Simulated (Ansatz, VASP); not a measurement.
Two plane-wave programs on PtS2

```
Pt S
1.0
     3.54320    0.00000    0.00000
    -1.77160    3.06850    0.00000
     0.00000    0.00000    5.03880
Pt S
1 2
Cartesian
  0.0000 0.0000 0.0000
  0.0000 2.0457 1.2597
  1.7716 1.0228 3.7791
```

Alike in both runs: task single point; functional PBE; k mesh 6 × 6 × 4; no spin polarisation.

|  | VASP | Ansatz |
| --- | --- | --- |
| version | VASP 6.6.1 | Ansatz 0.2.0 |
| potentials or method | VASP PAW PBE potentials, release 64 (Pt, S), cutoff 520 eV | scalar-relativistic, plane waves, PAW |
| occupations | fermi-dirac, width 0.051704 eV | fermi-dirac |
| valence electrons in the cell | 22 | 30 |

Ansatz gave:

```
gap on the k mesh at the Fermi level (eV)                     : 0.56
least direct gap on the mesh (eV)                             : 1.31
pressure (GPa)                                                : 2.4
traceless stress, the component that is largest in VASP (GPa) : -1.83
rms of the force components (eV/Å)                            : 0.157
```

Problem. Which values does VASP return?

Solution. gap on the k mesh at the Fermi level (eV): 0.56; least direct gap on the mesh (eV): 1.31; pressure (GPa): 2.0; traceless stress, the component that is largest in VASP (GPa): -1.71; rms of the force components (eV/Å): 0.176.

Atom by atom the forces differ by 0.019 eV/Å (rms over components). VASP's potentials hold 22 valence electrons a cell and Ansatz's 30, so a difference there can come from the potentials and not from the codes.

Spin-orbit coupling is off throughout.
